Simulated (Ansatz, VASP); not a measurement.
# Be3Cd2Te: VASP beside Ansatz

```xyz
6
Lattice="-2.6378 2.6378 4.4589 2.6378 -2.6378 4.4589 2.6378 2.6378 -4.4589" Properties=species:S:1:pos:R:3 pbc="T T T"
Be    0.0000    0.0000    6.7979
Be    0.0000    0.0000    2.1199
Be    0.0000    0.0000    0.0000
Cd    0.0000    2.6378    2.2294
Cd    2.6378    0.0000    2.2294
Te    0.0000    0.0000    4.4589
```

Alike in both runs: functional PBE; k mesh 10 × 10 × 10; occupations gaussian, width 0.1 eV; no spin polarisation.

Ansatz relaxed the structure, and its values are those at the end. VASP's run is a single point on that final structure, the one shown.

```csv
,VASP,Ansatz
version,VASP 6.6.1,Ansatz 0.2.0
potentials or method,"VASP PAW PBE potentials, release 64 (Be, Cd, Te), cutoff 600 eV","scalar-relativistic, plane waves, PAW"
valence electrons in the cell,36,62
```

```tsv
	VASP	Ansatz	Ansatz less VASP
gap on the k mesh at the Fermi level (eV)	none	none	-
pressure (GPa)	0.1	0.0	-0.09
rms of the force components (eV/Å)	0.005	0.001	-0.0043
```

A gap of «none» marks a metal or a gap that the smearing closes. The functional is the same, so the differences come from potentials, cutoffs and numerics. VASP's potentials hold 36 valence electrons a cell and Ansatz's 62, so a difference there can come from the potentials and not from the codes.

Spin-orbit coupling is off throughout.
